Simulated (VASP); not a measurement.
Wanted: the native input for a VASP 6.6.1 run.

* Task: single point
* Functional: LDA
* Potentials or basis: VASP PAW LDA potentials, release 64 (Sn_d, Te)
* Cutoff: 520 eV
* k mesh: 13 × 13 × 13
* Occupations: fermi-dirac, width 0.08 eV
* Spin: no spin polarisation
* Dipole correction: no
* k mesh for the DOS: 20 × 20 × 20
* Occupations for the DOS: tetrahedron
* Further INCAR settings: ALGO = Normal; EDIFF = 1e-06

Crystal: SnTe (rocksalt type).

```
Sn Te
1.0
     0.00000    3.11765    3.11765
     3.11765    0.00000    3.11765
     3.11765    3.11765    0.00000
Sn Te
1 1
Direct
  0.00000 0.00000 0.00000
  0.50000 0.50000 0.50000
```

One way to write it, as run:

POSCAR

```
SnTe
1.0
    0.0000000000      3.1176534677      3.1176534677
    3.1176534677      0.0000000000      3.1176534677
    3.1176534677      3.1176534677      0.0000000000
Sn Te
1 1
Direct
    0.0000000000      0.0000000000      0.0000000000
    0.5000000000      0.5000000000      0.5000000000
```

INCAR.step1

```
SYSTEM = SnTe
  PREC = Accurate
  ENCUT = 520
  EDIFF = 1E-6
  ISMEAR = -1
  SIGMA = 0.08
  LREAL = .False.
  LASPH = .True.
  NELM = 80
  ALGO = Normal
  ISIF = 2
  LWAVE = .False.
  LCHARG = .True.
  NBANDS = 17
```

KPOINTS.step1

```
Automatic mesh
0
Gamma
  13 13 13
  0 0 0
```

INCAR.step2

```
SYSTEM = SnTe
  PREC = Accurate
  ENCUT = 520
  EDIFF = 1E-6
  ISMEAR = -5
  SIGMA = 0.08
  LREAL = .False.
  LASPH = .True.
  NELM = 80
  ALGO = Normal
  ISIF = 2
  LWAVE = .False.
  LCHARG = .False.
  LORBIT = 11
  NEDOS = 1001
  ICHARG = 11
```

KPOINTS.step2

```
Automatic mesh
0
Gamma
  20 20 20
  0 0 0
```

Potentials or basis: VASP PAW LDA potentials, release 64 (Sn_d, Te).

Launch:

```bash
$ cat potpaw_LDA.64/Sn_d/POTCAR potpaw_LDA.64/Te/POTCAR > POTCAR
$ cp INCAR.step1 INCAR
$ cp KPOINTS.step1 KPOINTS
$ mpirun -np 1 vasp_std > vasp.out
$ cp INCAR.step2 INCAR
$ cp KPOINTS.step2 KPOINTS
$ mpirun -np 1 vasp_std > vasp.out
```

Results of the run:

| Quantity | Value |
| --- | --- |
| Valence electrons inside the program's atomic spheres | Sn 12.14; Te 3.40 |

Run time: 2.6 min on 1 thread of Intel(R) Xeon(R) Platinum 8259CL CPU @ 2.50GHz (Skylake/Cascade Lake), on a shared host, peak memory 0.35 GiB.
